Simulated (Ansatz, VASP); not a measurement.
# One calculation of Ir, two programs

Contents of INCAR:

```
PREC = Accurate
ENCUT = 520
EDIFF = 1E-7
ISMEAR = 0
SIGMA = 0.15
LREAL = F
LASPH = T
NELM = 60
ALGO = Normal
ISIF = 2
LWAVE = F
LCHARG = F
NBANDS = 10
```

File KPOINTS:

```
regular mesh
0
Gamma
  22 22 22
```

The input POSCAR:

```
Ir
1.0
    0.0000000000      2.2236052750      1.3990924390
    2.2236052750      0.0000000000      1.3990924390
    2.2236052750      2.2236052750      0.0000000000
Ir
1
Direct
    0.0000000000      0.0000000000      0.0000000000
```

Input for Ansatz:

```yaml
crystal:
  lattice:
    - [0.0, 2.223605275, 1.399092439]
    - [2.223605275, 0.0, 1.399092439]
    - [2.223605275, 2.223605275, 0.0]
  atoms:
    - { symbol: Ir, position: [0.0, 0.0, 0.0] }
basis:
  ecutwfc: 420
kpoints:
  mp_grid: { grid: [22, 22, 22] }
hamiltonian:
  xc: lda
scf:
  occupations: { method: gaussian, width: 0.15 }
output:
  forces: true
  stress: true
  eigenvalues: true
```

Alike in both runs: task single point; functional LDA; k mesh 22 × 22 × 22; occupations gaussian, width 0.15 eV; no spin polarisation.

|  | VASP | Ansatz |
| --- | --- | --- |
| version | VASP 6.6.1 | Ansatz 0.2.0 |
| potentials or method | VASP PAW LDA potentials, release 64 (Ir), cutoff 520 eV | scalar-relativistic, plane waves, PAW |
| valence electrons in the cell | 9 | 17 |

|  | VASP | Ansatz | Ansatz less VASP |
| --- | --- | --- | --- |
| gap on the k mesh at the Fermi level (eV) | none | none | - |
| pressure (GPa) | 13.7 | 11.0 | -2.68 |
| traceless stress, the component that is largest in VASP (GPa) | -24.81 | -25.28 | -0.474 |

LDA's correlation is that of Perdew and Zunger in VASP and of Perdew and Wang (1992) in Ansatz. A gap of «none» marks a metal or a gap that the smearing closes. VASP's potentials hold 9 valence electrons a cell and Ansatz's 17, so a difference there can come from the potentials and not from the codes.

Neither program's run includes spin-orbit coupling.
